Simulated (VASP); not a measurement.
Wanted: the native input for a VASP 6.6.1 run.

```yaml
Task: single point
Functional: PBE
Potentials_or_basis: VASP PAW PBE potentials, release 64 (W_sv, C)
Cutoff: 520 eV
k_mesh: 18 × 18 × 14
Occupations: gaussian, width 0.1 eV
Spin: no spin polarisation
Dipole_correction: no
Further_INCAR_settings: ALGO = Normal; EDIFF = 1e-07; NBANDS = 16
```

The structure of WC lies in POSCAR:

```
WC
1.0
    2.8896855417      0.0000000000      0.0000000000
   -1.4448427709      2.5025410881      0.0000000000
    0.0000000000      0.0000000000      2.8231309594
W C
1 1
Direct
    0.0000000000      0.0000000000      0.0000000000
    0.6666666667      0.3333333333      0.5000000000
```

One way to write it, as run:

INCAR

```
SYSTEM = WC
PREC = Accurate
ENCUT = 520
EDIFF = 1E-7
ISMEAR = 0
SIGMA = 0.1
LREAL = .FALSE.
LASPH = .TRUE.
NELM = 100
ALGO = Normal
ISIF = 2
LWAVE = .FALSE.
LCHARG = .TRUE.
GGA = PE
LELF = .TRUE.
LVHAR = .TRUE.
NBANDS = 16
```

KPOINTS

```
regular mesh
0
G
  18 18 14
  0 0 0
```

Potentials or basis: VASP PAW PBE potentials, release 64 (W_sv, C).

Run with:

```sh
$ cat potpaw_PBE.64/W_sv/POTCAR potpaw_PBE.64/C/POTCAR > POTCAR
$ mpirun -np 1 vasp_std > vasp.out
```

Results of the run:

```
Pressure               : 13.7 GPa
Band gap on the k mesh : zero (bands 9 and 10 overlap by 1.23 eV)
```

Caveat: the cell stands under pressure; spin-orbit coupling is left out, which moves the levels of the heavy elements.

Run time: 61 s on 1 thread of Intel(R) Xeon(R) Platinum 8259CL CPU @ 2.50GHz (Skylake/Cascade Lake), with other jobs on the host, peak memory 0.22 GiB.
